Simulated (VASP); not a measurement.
# MgZn2Te3 (P3m1) in VASP: settings compared, part 2 of 2

VASP 6.6.1.

**3. Single point, PBE**

Input file INCAR:

```
SYSTEM = MgZn2Te3
PREC = Accurate
ENCUT = 520
EDIFF = 1E-7
ISMEAR = 0
SIGMA = 0.02
LREAL = .FALSE.
LASPH = .TRUE.
NELM = 60
ALGO = Normal
ISIF = 2
LWAVE = .FALSE.
LCHARG = .TRUE.
GGA = PE
LELF = .TRUE.
LVHAR = .TRUE.
NBANDS = 31
```

Input file KPOINTS:

```
Automatic mesh
0
G
  6 6 4
  0 0 0
```

Input file POSCAR:

```
MgZn2Te3
1.0
    4.4395243936      0.0000000000      0.0000000000
   -2.2197621968      3.8447409056      0.0000000000
    0.0000000000      0.0000000000     10.9405494000
Mg Zn Te
1 2 3
Direct
    0.3333333333      0.6666666667      0.3346200000
    0.0000000000      0.0000000000      0.9946010000
    0.6666666667      0.3333333333      0.6721320000
    0.0000000000      0.0000000000      0.2394670000
    0.6666666667      0.3333333333      0.9165510000
    0.3333333333      0.6666666667      0.5926290000
```

Potentials or basis: VASP PAW PBE potentials, release 64 (Mg, Zn, Te).

Started as:

```
> cat potpaw_PBE.64/Mg/POTCAR potpaw_PBE.64/Zn/POTCAR potpaw_PBE.64/Te/POTCAR > POTCAR
> mpirun -np 1 vasp_std > vasp.out
```

OUTCAR:

```text
SYSTEM = MgZn2Te3
   PREC = Accurate
   ENCUT = 520
   EDIFF = 1E-7
   ISMEAR = 0
   LREAL = .FALSE.
   LASPH = .TRUE.
   NELM = 60
   ISIF = 2
   GGA = PE

 ion  position               nearest neighbor table
   1  0.333  0.667  0.335-   4 2.77   4 2.77   4 2.77   6 2.82
   2  0.000  0.000  0.995-   4 2.68   5 2.70   5 2.70   5 2.70
   3  0.667  0.333  0.672-   5 2.67   6 2.71   6 2.71   6 2.71
   4  0.000  0.000  0.239-   2 2.68   1 2.77   1 2.77   1 2.77
   5  0.667  0.333  0.917-   3 2.67   2 2.70   2 2.70   2 2.70
   6  0.333  0.667  0.593-   3 2.71   3 2.71   3 2.71   1 2.82

  LATTYP: Found a hexagonal cell.
 ALAT       =     4.4395243936
 C/A-ratio  =     2.4643516805

  Lattice vectors:

 A1 = (   4.4395243936,   0.0000000000,   0.0000000000)
 A2 = (  -2.2197621968,   3.8447409056,   0.0000000000)
 A3 = (   0.0000000000,   0.0000000000,  10.9405494000)

Analysis of symmetry for initial positions (statically):
=====================================================================
 Subroutine PRICEL returns:
 Original cell was already a primitive cell.

 Routine SETGRP: Setting up the symmetry group for a
 hexagonal supercell.

 Subroutine GETGRP returns: Found  6 space group operations
 (whereof  6 operations were pure point group operations)
 out of a pool of 24 trial point group operations.

The static configuration has the point symmetry C_3v.

Analysis of symmetry for dynamics (positions and initial velocities):
=====================================================================
 Subroutine PRICEL returns:
 Original cell was already a primitive cell.

 Routine SETGRP: Setting up the symmetry group for a
 hexagonal supercell.

 Subroutine GETGRP returns: Found  6 space group operations
 (whereof  6 operations were pure point group operations)
 out of a pool of 24 trial point group operations.

The dynamic configuration has the point symmetry C_3v.

 Subroutine INISYM returns: Found  6 space group operations
 (whereof  6 operations are pure point group operations),
 and found     1 'primitive' translations

----------------------------------------------------------------------------------------

                                     Primitive cell

  volume of cell :     186.7423

  direct lattice vectors                    reciprocal lattice vectors
     4.439524394  0.000000000  0.000000000     0.225249354  0.130047775  0.000000000
    -2.219762197  3.844740906  0.000000000     0.000000000  0.260095550  0.000000000
     0.000000000  0.000000000 10.940549400     0.000000000  0.000000000  0.091403088

  length of vectors
     4.439524394  4.439524394 10.940549400     0.260095550  0.260095550  0.091403088

  position of ions in fractional coordinates (direct lattice)
     0.333333333  0.666666667  0.334620000
     0.000000000  0.000000000  0.994601000
     0.666666667  0.333333333  0.672132000
     0.000000000  0.000000000  0.239467000
     0.666666667  0.333333333  0.916551000
     0.333333333  0.666666667  0.592629000

  ion indices of the primitive-cell ions
   primitive index   ion index
                 1           1
                 2           2
                 3           3
                 4           4
                 5           5
                 6           6

[... 27 lines left out ...]
            Coordinates               Weight
  0.000000  0.000000  0.000000      1.000000
  0.166667  0.000000  0.000000      6.000000
  0.333333  0.000000  0.000000      6.000000
  0.500000  0.000000  0.000000      3.000000
  0.166667  0.166667  0.000000      6.000000
  0.333333  0.166667  0.000000     12.000000
[... 16 lines left out ...]
  0.333333  0.166667  0.500000     12.000000
  0.333333  0.333333  0.500000      2.000000
   k-points           NKPTS =     24   k-points in BZ     NKDIM =     24   number of bands    NBANDS=     31
   number of dos      NEDOS =    301   number of ions     NIONS =      6
   total plane-waves  NPLWV = 108864
   dimension x,y,z NGX =    36 NGY =   36 NGZ =   84
   dimension x,y,z NGXF=    72 NGYF=   72 NGZF=  168
   ions per type =               1   2   3
   NGX,Y,Z   is equivalent  to a cutoff of  13.48, 13.48, 12.76 a.u.
   NGXF,Y,Z  is equivalent  to a cutoff of  26.96, 26.96, 25.53 a.u.
 SYSTEM =  MgZn2Te3
   PREC   = accura    normal or accurate (medium, high low for compatibility)
   ISTART =      0    job   : 0-new  1-cont  2-samecut
   ICHARG =      2    charge: 1-file 2-atom 10-const
   ISPIN  =      1    spin polarized calculation?
   LNONCOLLINEAR =      F non collinear calculations
   LSORBIT =      F    spin-orbit coupling
   LASPH  =      T    aspherical Exc in radial PAW
   ENCUT  =  520.0 eV  38.22 Ry    6.18 a.u.   8.25  8.25 20.34*2*pi/ulx,y,z
   NELM   =     60;   NELMIN=  2; NELMDL= -5     # of ELM steps
   EDIFF  = 0.1E-06   stopping-criterion for ELM
   LREAL  =      F    real-space projection
   EDIFFG = 0.1E-05   stopping-criterion for IOM
   NSW    =      0    number of steps for IOM
   IBRION =     -1    ionic relax: 0-MD 1-quasi-New 2-CG
   NFREE  =      0    steps in history (QN), initial steepest desc. (CG)
   ISIF   =      2    stress and relaxation
   ISYM   =      2    0-nonsym 1-usesym 2-fastsym
   POTIM  = 0.5000    time-step for ionic-motion
   TEBEG  =    0.0;   TEEND  =   0.0 temperature during run
   PSTRESS=    0.0 pullay stress
   NELECT =      44.0000    total number of electrons
   NUPDOWN=      -1.0000    fix difference up-down
   EMIN   =  10.00;   EMAX   =-10.00  energy-range for DOS
   EFERMI =   0.00;   METHOD = LEGACY
   ISMEAR =     0;   SIGMA  =   0.02  broadening in eV -4-tet -1-fermi 0-gaus
   EFERMI_NEDOS =   21; number of points for ismear=-14 and -15
   IALGO  =     38    algorithm
   IMIX   =      4    mixing-type and parameters
     AMIX     =   0.40;   BMIX     =  1.00
     AMIX_MAG =   1.60;   BMIX_MAG =  1.00
  volume/ion in A,a.u.               =      31.12       210.03
  Fermi-wavevector in a.u.,A,eV,Ry     =   1.011140  1.910778 13.910666  1.022405
  Thomas-Fermi vector in A             =   2.144172
   LORBIT       =      0    0 simple, 1 ext, 2 COOP (PROOUT), +10 PAW based schemes
   GGA     = PE    functional components
   LHFCALC =     F    Hartree Fock is set to
   AEXX    =    0.0000 exact exchange contribution
   IVDW    =     0    specifies the selected vdW correction
   LEPSILON=     F    determine dielectric tensor
   LRPA    =     F    only Hartree local field effects (RPA)
 non-spin polarized calculation
 Gauss-broadening in eV      SIGMA  =   0.02
  energy-cutoff  :      520.00
  volume of cell :      186.74
 maximum number of plane-waves:      5080
 NGX is ok and might be reduce to    36

 number of electron      43.9999974 magnetization

 Free energy of the ion-electron system (eV)
  ---------------------------------------------------
  ext. energy  EPLUGINS =         0.00000000
  ---------------------------------------------------
  free energy    TOTEN  =       -16.68904764 eV

  energy without entropy =      -16.68904764  energy(sigma->0) =      -16.68904764

 E-fermi :   2.5773     XC(G=0):  -8.4130

 val. band max:        2.4564771110   @ k =   0.0000   0.0000   0.0000
 cond. band min:       3.6720133599   @ k =   0.0000   0.0000   0.0000
 fundamental gap:      1.2155362488
 Fermi energy:         2.5772679027

 k-point     1 :       0.0000    0.0000    0.0000
  band No.  band energies     occupation
      1      -8.6616      2.00000
      2      -8.1763      2.00000
      3      -7.9420      2.00000
      4      -4.0965      2.00000
      5      -4.0965      2.00000
      6      -4.0644      2.00000
[... 805 lines left out ...]
     30       8.4253      0.00000
     31       9.1136      0.00000

------------------------ aborting loop because EDIFF is reached ----------------------------------------

  FORCE on cell =-STRESS in cart. coord.  units (eV):
  Direction    XX          YY          ZZ          XY          YZ          ZX
  --------------------------------------------------------------------------------------
  -------------------------------------------------------------------------------------
  Total        0.0473662      0.0473662      0.0508794      0.0000000     -0.0000000     -0.0000000
  in kB        0.4063837      0.4063837      0.4365259      0.0000000     -0.0000000     -0.0000000
  external PRESSURE =       0.4164311 kB  Pullay stress =       0.0000000 kB

 VOLUME and BASIS-vectors are now :
 -----------------------------------------------------------------------------
  energy-cutoff  :      520.00
  volume of cell :      186.74
      direct lattice vectors                 reciprocal lattice vectors
     4.439524394  0.000000000  0.000000000     0.225249354  0.130047775  0.000000000
    -2.219762197  3.844740906  0.000000000     0.000000000  0.260095550  0.000000000
     0.000000000  0.000000000 10.940549400     0.000000000  0.000000000  0.091403088

 POSITION                                       TOTAL-FORCE (eV/Angst)
 -----------------------------------------------------------------------------------
     -0.00000      2.56316      3.66093         0.000000     -0.000000      0.001054
      0.00000      0.00000     10.88148        -0.000000     -0.000000     -0.001945
      2.21976      1.28158      7.35349         0.000000     -0.000000     -0.002100
      0.00000      0.00000      2.61990         0.000000     -0.000000      0.011285
      2.21976      1.28158     10.02757         0.000000     -0.000000      0.000552
     -0.00000      2.56316      6.48369        -0.000000      0.000000     -0.008845
 -----------------------------------------------------------------------------------
    total drift:                                0.000000     -0.000001      0.000481

  FREE ENERGIE OF THE ION-ELECTRON SYSTEM (eV)
  ---------------------------------------------------
  free  energy   TOTEN  =       -16.6890476437 eV

  energy  without entropy=      -16.6890476437  energy(sigma->0) =      -16.68904764
```

Run time: 8.3 min. Hardware: 1 thread of AMD EPYC, shared host; peak memory 0.36 GiB.

What came out:

- Free energy: -16.6890 eV
- Pressure: 0.0 GPa
- Largest force: 0.011 eV/Å
- Band gap on the k mesh: 1.22 eV

Forces on the atoms (eV/Å):
```
Mg   0.000  0.000  0.001
Zn   0.000  0.000 -0.002
Zn   0.000  0.000 -0.002
Te   0.000  0.000  0.011
Te   0.000  0.000  0.001
Te   0.000  0.000 -0.009
```

Levels at points of the mesh, in eV from the valence-band top:
| k point | band 18 | band 19 | band 20 | band 21 | band 22 | band 23 | band 24 | band 25 | band 26 | band 27 |
| --- | --- | --- | --- | --- | --- | --- | --- | --- | --- | --- |
| (0.00, 0.00, 0.00) | -0.47 | -0.47 | -0.05 | 0.00 | 0.00 | 1.22 | 1.85 | 3.08 | 4.68 | 4.68 |
| (0.50, 0.00, 0.00) | -1.75 | -1.73 | -1.45 | -1.09 | -0.88 | 2.49 | 2.57 | 2.81 | 3.61 | 4.71 |
| (0.00, 0.00, 0.50) | -0.70 | -0.31 | -0.31 | -0.11 | -0.11 | 1.77 | 1.96 | 3.32 | 4.67 | 4.88 |
| (0.50, 0.00, 0.50) | -2.06 | -1.65 | -1.38 | -0.72 | -0.68 | 2.05 | 2.68 | 3.11 | 3.90 | 3.93 |

Caveat: spin-orbit coupling is left out, which moves the levels of the heavy elements.

**4. Single point, r2SCAN**

POSCAR is that of step 3.

Input file INCAR.step1:

```
ALGO = Normal
EDIFF = 1E-4
ENCUT = 520
GGA = PE
ISMEAR = 0
LASPH = T
LCHARG = F
LREAL = F
LWAVE = T
NBANDS = 31
NELM = 100
PREC = Accurate
SIGMA = 0.02
```

Input file INCAR.step2:

```
ALGO = Normal
EDIFF = 1E-6
ENCUT = 520
ISIF = 2
ISMEAR = 0
ISTART = 1
LASPH = T
LCHARG = F
LMIXTAU = T
LREAL = F
LWAVE = F
METAGGA = R2SCAN
NBANDS = 31
NELM = 100
PREC = Accurate
SIGMA = 0.02
```

Input file KPOINTS:

```
k-points
0
Gamma
  6 6 4
```

Started as:

```
> cat potpaw_PBE.64/Mg/POTCAR potpaw_PBE.64/Zn/POTCAR potpaw_PBE.64/Te/POTCAR > POTCAR
> cp INCAR.step1 INCAR
> mpirun -np 1 vasp_std > vasp.out
> cp INCAR.step2 INCAR
> mpirun -np 1 vasp_std > vasp.out
```

It took 26 min on 1 thread of AMD EPYC, shared host; peak memory 0.41 GiB.

The run converged. Its results:

```yaml
Free_energy: -102.4632 eV
Pressure: -1.2 GPa
Largest_force: 0.029 eV/Å
Band_gap_on_the_k_mesh: 1.75 eV
```

Forces in eV/Å, atoms in the order of the input:
```
Mg   0.000  0.000 -0.029
Zn   0.000  0.000  0.019
Zn   0.000  0.000  0.014
Te   0.000  0.000 -0.016
Te   0.000  0.000 -0.015
Te   0.000  0.000  0.026
```

Levels at points of the mesh, in eV from the valence-band top:
```csv
k point,band 20,band 21,band 22,band 23,band 24,band 25
"(0.00, 0.00, 0.00)",-0.05,0.00,0.00,1.75,2.28,3.67
"(0.50, 0.00, 0.00)",-1.46,-1.13,-0.90,2.83,2.89,3.21
"(0.00, 0.00, 0.50)",-0.32,-0.10,-0.10,2.20,2.43,3.94
"(0.50, 0.00, 0.50)",-1.42,-0.74,-0.70,2.48,3.01,3.49
```

Caveat: the PAW data sets were made with another functional, which shifts forces and pressure a little; spin-orbit coupling is left out, which moves the levels of the heavy elements. A k mesh can miss the band edges.

**5. Single point, PBE**

This run uses another cell than the first one: it holds 12 atoms, not 6.

Input file INCAR:

```
SYSTEM = MgZn2Te3
PREC = Accurate ; ENCUT = 520
EDIFF = 1E-6 ; ISMEAR = 0
SIGMA = 0.1 ; LREAL = .False.
LASPH = .True. ; NELM = 60
ALGO = Normal ; ISIF = 2
LWAVE = .False. ; LCHARG = .True.
GGA = PE ; LELF = .True.
LVHAR = .True. ; NBANDS = 56
```

Input file KPOINTS:

```
regular mesh
0
Gamma
  4 2 2
  0 0 0
```

Input file POSCAR:

```
MgZn2Te3
1.0
    4.4395243936      0.0000000000      0.0000000000
    0.0000000000      7.6894818111      0.0000000000
    0.0000000000      0.0000000000     10.9405494000
Mg Zn Te
2 4 6
Direct
    1.0000000000      0.3333333333      0.3346200000
    0.5000000000      0.8333333333      0.3346200000
    0.0000000000      0.0000000000      0.9946010000
    0.5000000000      0.5000000000      0.9946010000
    0.5000000000      0.1666666667      0.6721320000
    1.0000000000      0.6666666667      0.6721320000
    0.0000000000      0.0000000000      0.2394670000
    0.5000000000      0.5000000000      0.2394670000
    0.5000000000      0.1666666667      0.9165510000
    1.0000000000      0.6666666667      0.9165510000
    1.0000000000      0.3333333333      0.5926290000
    0.5000000000      0.8333333333      0.5926290000
```

Started as:

```
> cat potpaw_PBE.64/Mg/POTCAR potpaw_PBE.64/Zn/POTCAR potpaw_PBE.64/Te/POTCAR > POTCAR
> mpirun -np 1 vasp_std > vasp.out
```

It took 12 min on 1 thread of AMD EPYC, shared host; peak memory 0.52 GiB.

The run converged. Its results:

```yaml
Free_energy: -33.2875 eV
Pressure: 0.1 GPa
Largest_force: 0.022 eV/Å
Band_gap_on_the_k_mesh: 1.21 eV
```

Forces on the atoms (eV/Å):
```
Mg   0.000 -0.002  0.004
Mg   0.000 -0.002  0.004
Zn   0.000 -0.015  0.008
Zn   0.000 -0.015  0.008
Zn   0.000 -0.015  0.010
Zn   0.000 -0.015  0.010
Te   0.000  0.003  0.009
Te   0.000  0.003  0.009
Te   0.000  0.015 -0.014
Te   0.000  0.015 -0.014
Te   0.000  0.014 -0.017
Te   0.000  0.014 -0.017
```

Stress tensor (GPa, compression positive):
```
 0.25  0.00  0.00
 0.00 -0.05  0.01
 0.00  0.01 -0.02
```

Levels at points of the mesh, in eV from the valence-band top:
```
           k point  band 42  band 43  band 44  band 45  band 46  band 47
(0.00, 0.00, 0.00)    -0.05     0.00     0.00     1.21     1.84     2.48
(0.50, 0.00, 0.00)    -1.45    -0.75    -0.75     3.08     3.08     3.24
(0.00, 0.50, 0.00)    -0.51    -0.48    -0.48     2.59     2.59     2.95
(0.50, 0.50, 0.00)    -1.09    -0.88    -0.88     2.48     2.48     2.57
(0.00, 0.00, 0.50)    -0.31    -0.11    -0.10     1.77     1.95     2.05
(0.50, 0.00, 0.50)    -1.26    -1.11    -1.11     3.15     3.15     3.58
(0.00, 0.50, 0.50)    -0.82    -0.37    -0.37     2.48     2.48     2.87
(0.50, 0.50, 0.50)    -0.72    -0.68    -0.68     2.05     2.05     2.68
```

Caveat: spin-orbit coupling is left out, which moves the levels of the heavy elements.

**6. Overview**

```tsv
level	cell	k mesh	smearing	gap on the mesh (eV)	pressure (GPa)	largest force (eV/Å)
PBE	a = 4.440, b = 4.440, c = 10.941 Å, angles 90.0, 90.0, 120.0°, 6 atoms, atomic positions A	6 × 6 × 2	gaussian 0.1 eV	1.22	0.0	0.01
PBE	a = 4.440, b = 4.440, c = 10.941 Å, angles 90.0, 90.0, 120.0°, 6 atoms, atomic positions A	6 × 6 × 4	gaussian 0.02 eV	1.22	0.0	0.01
r2SCAN	a = 4.440, b = 4.440, c = 10.941 Å, angles 90.0, 90.0, 120.0°, 6 atoms, atomic positions A	6 × 6 × 4	gaussian 0.02 eV	1.75	-1.2	0.03
PBE	a = 4.440, b = 7.689, c = 10.941 Å, 12 atoms, atomic positions B	4 × 2 × 2	gaussian 0.1 eV	1.21	0.1	0.02
```

Alike in all rows: task single point; potentials or basis VASP PAW PBE potentials, release 64 (Mg, Zn, Te); no spin polarisation; cutoff (eV) 520.

On the cell as given the gap runs from 1.22 eV (PBE) to 1.75 eV (r2SCAN); the meshes differ, which moves gaps too. The pressure there spans -1.2 GPa (r2SCAN) to 0.0 GPa (PBE); a positive pressure means that this level wants a larger cell, a negative one a smaller.

Caveats: spin-orbit coupling is left out, which moves the levels of the heavy elements; the PAW data sets were made with another functional, which shifts forces and pressure a little (at least some runs).

Absolute energies hang on the potentials; compare differences alone.
